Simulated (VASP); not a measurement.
# KI in VASP: a series of runs

The runs below take KI through single point, with PBE.

All numbers are computed with VASP 6.6.1; they aren't measurements. Logs are shortened: lines on timing, memory, paths and dates and some standing lists are left out, and cuts for length are marked.

### 1 The cell of the first run

It takes space group I4/mmm (No. 139, tetragonal). Conventional cell: a = 5.012 Å, b = 5.012 Å, c = 7.195 Å, α = 90.00°, β = 90.00°, γ = 90.00°. Within 4.7 Å of K (site symmetry 4/mmm) lie 6 I at 3.54 to 3.60 Å. Within 4.7 Å of I (site symmetry 4/mmm) lie 6 K at 3.54 to 3.60 Å.

### 2 Single point, PBE (uniaxial x strain +1.5%)

INCAR

```
PREC = Accurate
ENCUT = 520
EDIFF = 1E-6
ISMEAR = 0
SIGMA = 0.01
LREAL = False
LASPH = True
NELM = 80
ALGO = Normal
ISIF = 2
LWAVE = False
LCHARG = False
GGA = PE
NBANDS = 15
```

KPOINTS

```
Automatic mesh
0
Gamma
  4 4 4
```

POSCAR

```
KI
1.0
    0.0000000000      3.5442849777      3.5442849777
    3.5974492523      0.0000000000      3.5442849777
    3.5974492523      3.5442849777      0.0000000000
K I
1 1
Direct
    0.0000000000      0.0000000000      0.0000000000
    0.5000000000      0.5000000000      0.5000000000
```

Potentials or basis: VASP PAW PBE potentials, release 64 (K_sv, I).

Run with:

```sh
$ cat potpaw_PBE.64/K_sv/POTCAR potpaw_PBE.64/I/POTCAR > POTCAR
$ mpirun -np 1 vasp_std > vasp.out
```

OUTCAR:

```text
PREC = Accurate
   ENCUT = 520
   EDIFF = 1E-6
   ISMEAR = 0
   LREAL = False
   LASPH = True
   NELM = 80
   ISIF = 2
   GGA = PE

 ion  position               nearest neighbor table
   1  0.000  0.000  0.000-   2 3.54   2 3.54   2 3.54   2 3.54   2 3.60   2 3.60
   2  0.500  0.500  0.500-   1 3.54   1 3.54   1 3.54   1 3.54   1 3.60   1 3.60

  LATTYP: Found a body centered tetragonal cell.
 ALAT       =     5.0123758844
 C/A-ratio  =     1.4354267658

  Lattice vectors:

 A1 = (   3.5974492523,   0.0000000000,   3.5442849777)
 A2 = (   3.5974492523,   0.0000000000,  -3.5442849777)
 A3 = (  -3.5974492523,   3.5442849777,   0.0000000000)

Analysis of symmetry for initial positions (statically):
=====================================================================
 Subroutine PRICEL returns:
 Original cell was already a primitive cell.

 Routine SETGRP: Setting up the symmetry group for a
 body centered tetragonal supercell.

 Subroutine GETGRP returns: Found 16 space group operations
 (whereof 16 operations were pure point group operations)
 out of a pool of 16 trial point group operations.

The static configuration has the point symmetry D_4h.

Analysis of symmetry for dynamics (positions and initial velocities):
=====================================================================
 Subroutine PRICEL returns:
 Original cell was already a primitive cell.

 Routine SETGRP: Setting up the symmetry group for a
 body centered tetragonal supercell.

 Subroutine GETGRP returns: Found 16 space group operations
 (whereof 16 operations were pure point group operations)
 out of a pool of 16 trial point group operations.

The dynamic configuration has the point symmetry D_4h.

 Subroutine INISYM returns: Found 16 space group operations
 (whereof 16 operations are pure point group operations),
 and found     1 'primitive' translations

----------------------------------------------------------------------------------------

                                     Primitive cell

  volume of cell :      90.3820

  direct lattice vectors                    reciprocal lattice vectors
     0.000000000  3.544284978  3.544284978    -0.138987367  0.141072178  0.141072178
     3.597449252  0.000000000  3.544284978     0.138987367 -0.141072178  0.141072178
     3.597449252  3.544284978  0.000000000     0.138987367  0.141072178 -0.141072178

  length of vectors
     5.012375884  5.050108625  5.050108625     0.243146472  0.243146472  0.243146472

  position of ions in fractional coordinates (direct lattice)
     0.000000000  0.000000000  0.000000000
     0.500000000  0.500000000  0.500000000

  ion indices of the primitive-cell ions
   primitive index   ion index
                 1           1
                 2           2

----------------------------------------------------------------------------------------

 KPOINTS: Automatic mesh

Automatic generation of k-mesh.
 Grid dimensions read from file:
 generate k-points for:    4    4    4

 Generating k-lattice:

  Cartesian coordinates                     Fractional coordinates (reciprocal lattice)
    -0.034746842  0.035268044  0.035268044     0.250000000  0.000000000  0.000000000
     0.034746842 -0.035268044  0.035268044     0.000000000  0.250000000  0.000000000
     0.034746842  0.035268044 -0.035268044     0.000000000  0.000000000  0.250000000

  Length of vectors
     0.060786618  0.060786618  0.060786618

  Shift w.r.t. Gamma in fractional coordinates (k-lattice)
     0.000000000  0.000000000  0.000000000

 Subroutine IBZKPT returns following result:
 ===========================================

 Found     13 irreducible k-points:

 Following reciprocal coordinates:
            Coordinates               Weight
  0.000000  0.000000  0.000000      1.000000
  0.250000  0.000000  0.000000      8.000000
  0.500000  0.000000  0.000000      4.000000
  0.250000  0.250000  0.000000      4.000000
  0.500000  0.250000  0.000000     16.000000
 -0.250000  0.250000  0.000000      8.000000
  0.500000  0.500000  0.000000      2.000000
  0.000000  0.250000  0.250000      2.000000
  0.500000  0.250000  0.250000      4.000000
 -0.250000  0.250000  0.250000      8.000000
 -0.250000  0.500000  0.250000      4.000000
  0.500000 -0.250000  0.250000      2.000000
  0.000000  0.500000  0.500000      1.000000
   k-points           NKPTS =     13   k-points in BZ     NKDIM =     13   number of bands    NBANDS=     15
   number of dos      NEDOS =    301   number of ions     NIONS =      2
   total plane-waves  NPLWV =  64000
   dimension x,y,z NGX =    40 NGY =   40 NGZ =   40
   dimension x,y,z NGXF=    80 NGYF=   80 NGZF=   80
   ions per type =               1   1
   NGX,Y,Z   is equivalent  to a cutoff of  13.27, 13.17, 13.17 a.u.
   NGXF,Y,Z  is equivalent  to a cutoff of  26.53, 26.34, 26.34 a.u.
 SYSTEM =  unknown system
   PREC   = accura    normal or accurate (medium, high low for compatibility)
   ISTART =      0    job   : 0-new  1-cont  2-samecut
   ICHARG =      2    charge: 1-file 2-atom 10-const
   ISPIN  =      1    spin polarized calculation?
   LNONCOLLINEAR =      F non collinear calculations
   LSORBIT =      F    spin-orbit coupling
   LASPH  =      T    aspherical Exc in radial PAW
   ENCUT  =  520.0 eV  38.22 Ry    6.18 a.u.   9.32  9.39  9.39*2*pi/ulx,y,z
   NELM   =     80;   NELMIN=  2; NELMDL= -5     # of ELM steps
   EDIFF  = 0.1E-05   stopping-criterion for ELM
   LREAL  =      F    real-space projection
   EDIFFG = 0.1E-04   stopping-criterion for IOM
   NSW    =      0    number of steps for IOM
   IBRION =     -1    ionic relax: 0-MD 1-quasi-New 2-CG
   NFREE  =      0    steps in history (QN), initial steepest desc. (CG)
   ISIF   =      2    stress and relaxation
   ISYM   =      2    0-nonsym 1-usesym 2-fastsym
   POTIM  = 0.5000    time-step for ionic-motion
   TEBEG  =    0.0;   TEEND  =   0.0 temperature during run
   PSTRESS=    0.0 pullay stress
   NELECT =      16.0000    total number of electrons
   NUPDOWN=      -1.0000    fix difference up-down
   EMIN   =  10.00;   EMAX   =-10.00  energy-range for DOS
   EFERMI =   0.00;   METHOD = LEGACY
   ISMEAR =     0;   SIGMA  =   0.01  broadening in eV -4-tet -1-fermi 0-gaus
   EFERMI_NEDOS =   21; number of points for ismear=-14 and -15
   IALGO  =     38    algorithm
   IMIX   =      4    mixing-type and parameters
     AMIX     =   0.40;   BMIX     =  1.00
     AMIX_MAG =   1.60;   BMIX_MAG =  1.00
  volume/ion in A,a.u.               =      45.19       304.96
  Fermi-wavevector in a.u.,A,eV,Ry     =   0.919223  1.737079 11.496525  0.844971
  Thomas-Fermi vector in A             =   2.044393
   LORBIT       =      0    0 simple, 1 ext, 2 COOP (PROOUT), +10 PAW based schemes
   GGA     = PE    functional components
   LHFCALC =     F    Hartree Fock is set to
   AEXX    =    0.0000 exact exchange contribution
   IVDW    =     0    specifies the selected vdW correction
   LEPSILON=     F    determine dielectric tensor
   LRPA    =     F    only Hartree local field effects (RPA)
 non-spin polarized calculation
 Gauss-broadening in eV      SIGMA  =   0.01
  energy-cutoff  :      520.00
  volume of cell :       90.38
 maximum number of plane-waves:      2452
 NGX is ok and might be reduce to    40
   NGX = 19   NGY = 19   NGZ = 19

 number of electron      16.0000000 magnetization

 Free energy of the ion-electron system (eV)
  ---------------------------------------------------
  ext. energy  EPLUGINS =         0.00000000
  ---------------------------------------------------
  free energy    TOTEN  =        -5.56102729 eV

  energy without entropy =       -5.56102729  energy(sigma->0) =       -5.56102729

 E-fermi :  -0.4538     XC(G=0):  -7.0813

 val. band max:       -0.5396706041   @ k =   0.0000   0.0000   0.0000
 cond. band min:       3.3650106061   @ k =   0.0000   0.0000   0.0000
 fundamental gap:      3.9046812103
 Fermi energy:        -0.4538448175

 k-point     1 :       0.0000    0.0000    0.0000
  band No.  band energies     occupation
      1     -29.0876      2.00000
      2     -12.5726      2.00000
      3     -12.5721      2.00000
      4     -12.5721      2.00000
      5     -11.0065      2.00000
      6      -0.5418      2.00000
      7      -0.5397      2.00000
      8      -0.5397      2.00000
      9       3.3650      0.00000
     10       5.9069      0.00000
     11       5.9941      0.00000
     12       5.9941      0.00000
     13       6.6377      0.00000
     14       6.6937      0.00000
     15       9.2187      0.00000

 k-point     2 :       0.2500    0.0000    0.0000
  band No.  band energies     occupation
      1     -29.0867      2.00000
      2     -12.6394      2.00000
      3     -12.5740      2.00000
      4     -12.5728      2.00000
      5     -10.8800      2.00000
      6      -1.2677      2.00000
      7      -0.7076      2.00000
      8      -0.7041      2.00000
      9       4.4525      0.00000
     10       6.0069      0.00000
     11       6.5318      0.00000
     12       6.5855      0.00000
     13       7.3071      0.00000
     14       7.3658      0.00000
     15       9.6459      0.00000

 k-point     3 :       0.5000    0.0000    0.0000
  band No.  band energies     occupation
      1     -29.0858      2.00000
      2     -12.6988      2.00000
      3     -12.5755      2.00000
      4     -12.5735      2.00000
      5     -10.7589      2.00000
      6      -1.8052      2.00000
      7      -0.8591      2.00000
      8      -0.8541      2.00000
      9       4.9552      0.00000
     10       7.0936      0.00000
     11       7.4987      0.00000
     12       7.6090      0.00000
     13       8.1175      0.00000
     14       8.1225      0.00000
     15       8.6317      0.00000
[... 145 lines left out ...]
 k-point    12 :       0.5000   -0.2500    0.2500
  band No.  band energies     occupation
      1     -29.0852      2.00000
      2     -12.6114      2.00000
      3     -12.6013      2.00000
      4     -12.6013      2.00000
      5     -10.8282      2.00000
      6      -1.2418      2.00000
      7      -1.2418      2.00000
      8      -1.0907      2.00000
      9       5.8773      0.00000
     10       5.8773      0.00000
     11       6.0299      0.00000
     12       7.5573      0.00000
     13       8.1825      0.00000
     14       9.0696      0.00000
     15       9.2714      0.00000

 k-point    13 :       0.0000    0.5000    0.5000
  band No.  band energies     occupation
      1     -29.0854      2.00000
      2     -12.6123      2.00000
      3     -12.5877      2.00000
      4     -12.5877      2.00000
      5     -10.8765      2.00000
      6      -1.5083      2.00000
      7      -0.8784      2.00000
      8      -0.8784      2.00000
      9       4.4399      0.00000
     10       5.1659      0.00000
     11       7.5055      0.00000
     12       8.0913      0.00000
     13       8.0996      0.00000
     14       9.0309      0.00000
     15       9.0309      0.00000

------------------------ aborting loop because EDIFF is reached ----------------------------------------

  FORCE on cell =-STRESS in cart. coord.  units (eV):
  Direction    XX          YY          ZZ          XY          YZ          ZX
  --------------------------------------------------------------------------------------
  -------------------------------------------------------------------------------------
  Total        0.0530019      0.2444431      0.2444431      0.0000000      0.0000000      0.0000000
  in kB        0.9395503      4.3331773      4.3331773      0.0000000      0.0000000      0.0000000
  external PRESSURE =       3.2019683 kB  Pullay stress =       0.0000000 kB

 VOLUME and BASIS-vectors are now :
 -----------------------------------------------------------------------------
  energy-cutoff  :      520.00
  volume of cell :       90.38
      direct lattice vectors                 reciprocal lattice vectors
     0.000000000  3.544284978  3.544284978    -0.138987367  0.141072178  0.141072178
     3.597449252  0.000000000  3.544284978     0.138987367 -0.141072178  0.141072178
     3.597449252  3.544284978  0.000000000     0.138987367  0.141072178 -0.141072178

 POSITION                                       TOTAL-FORCE (eV/Angst)
 -----------------------------------------------------------------------------------
      0.00000      0.00000      0.00000        -0.000000      0.000000      0.000000
      3.59745      3.54428      3.54428         0.000000      0.000000      0.000000
 -----------------------------------------------------------------------------------
    total drift:                                0.000000     -0.000000     -0.000000

  FREE ENERGIE OF THE ION-ELECTRON SYSTEM (eV)
  ---------------------------------------------------
  free  energy   TOTEN  =        -5.5610272889 eV

  energy  without entropy=       -5.5610272889  energy(sigma->0) =       -5.56102729
```

Wall time 42 s (1 thread of Intel Xeon 8259CL, shared host); peak memory 0.24 GiB.

What came out:

| Item | Value |
| --- | --- |
| Free energy | -5.5610 eV |
| Pressure | 0.3 GPa |
| Band gap on the k mesh | 3.90 eV |

Stress tensor (GPa, compression positive):
```
0.09 0.00 0.00
0.00 0.43 0.00
0.00 0.00 0.43
```

Caveat: the cell differs from its parent crystal (uniaxial x strain +1.5%); spin-orbit coupling is left out, which moves the levels of the heavy elements.

### 3 Single point, PBE (strain -0.5%)

INCAR

```
SYSTEM = KI
ALGO = Normal
EDIFF = 1E-6
ENCUT = 520
GGA = PE
ISIF = 2
ISMEAR = -1
LASPH = .TRUE.
LCHARG = .FALSE.
LREAL = .FALSE.
LWAVE = .FALSE.
NBANDS = 15
NELM = 80
PREC = Accurate
SIGMA = 0.02
```

KPOINTS

```
k-points
0
G
  6 6 6
  0 0 0
```

POSCAR

```
KI
1.0
    0.0000000000      3.5265635528      3.5265635528
    3.5265635528      0.0000000000      3.5265635528
    3.5265635528      3.5265635528      0.0000000000
K I
1 1
Direct
    0.0000000000      0.0000000000      0.0000000000
    0.5000000000      0.5000000000      0.5000000000
```

Potentials or basis: VASP PAW PBE potentials, release 64 (K_sv, I).

Run with:

```sh
$ cat potpaw_PBE.64/K_sv/POTCAR potpaw_PBE.64/I/POTCAR > POTCAR
$ mpirun -np 1 vasp_std > vasp.out
```

Run time: 44 s. Hardware: 1 thread of Intel Xeon 8259CL, shared host; peak memory 0.24 GiB.

The run converged. Its results:

| Item | Value |
| --- | --- |
| Free energy | -5.5545 eV |
| Pressure | 0.7 GPa |
| Band gap on the k mesh | 3.98 eV |

Levels at points of the mesh, in eV from the valence-band top:
```csv
k point,band 5,band 6,band 7,band 8,band 9,band 10,band 11,band 12
"(0.00, 0.00, 0.00)",-10.51,0.00,0.00,0.00,3.98,6.49,6.49,6.49
"(0.50, 0.00, 0.00)",-10.23,-1.33,-0.34,-0.34,5.53,7.73,8.15,8.15
"(0.50, 0.50, 0.00)",-10.36,-1.01,-0.37,-0.37,4.93,5.78,8.10,8.73
```

Caveat: the cell differs from its parent crystal (strain -0.5%); spin-orbit coupling is left out, which moves the levels of the heavy elements.
